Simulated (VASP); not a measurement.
## CoSi2: single point with PBE

Crystal: CoSi2.

```
Co Si
1.0
     0.00000    2.67800    2.67800
     2.67800    0.00000    2.67800
     2.67800    2.67800    0.00000
Co Si
1 2
Cartesian
  0.0000 0.0000 0.0000
  1.3390 1.3390 1.3390
  4.0170 4.0170 4.0170
```

- Program: VASP 6.6.1
- Task: single point
- Functional: PBE
- Potentials or basis: VASP PAW PBE potentials, release 64 (Co, Si)
- Cutoff: 520 eV
- k mesh: 3 × 3 × 3
- Occupations: fermi-dirac, width 0.1 eV
- Spin: collinear spin, ferromagnetic start
- Starting moments: [2.5, 0.0, 0.0] μB
- Dipole correction: no
- Further INCAR settings: ALGO = Normal; EDIFF = 1e-06; NBANDS = 20

- Pressure: 0.0 GPa
- Net moment: 0.00 μB per cell
- Valence electrons inside the program's atomic spheres: Co 8.86; Si 1.59

Levels at points of the mesh, in eV from the Fermi level:
Spin up:
```csv
k point,band 4,band 5,band 6,band 7,band 8,band 9,band 10,band 11,band 12,band 13
"(0.00, 0.00, 0.00)",-4.47,-2.30,-2.30,0.36,3.01,3.01,3.01,3.06,3.06,3.06
```
Spin down:
```tsv
k point	band 4	band 5	band 6	band 7	band 8	band 9	band 10	band 11	band 12	band 13
(0.00, 0.00, 0.00)	-4.47	-2.30	-2.30	0.36	3.01	3.01	3.01	3.06	3.06	3.06
```

It took 7.7 s on 1 thread of Intel(R) Xeon(R) 6975P-C (Granite Rapids) (shared host), peak memory 0.16 GiB.

Caveat: the k points lie up to 0.68 Å⁻¹ apart; the starting moments collapsed, and a magnetic state may lie lower.
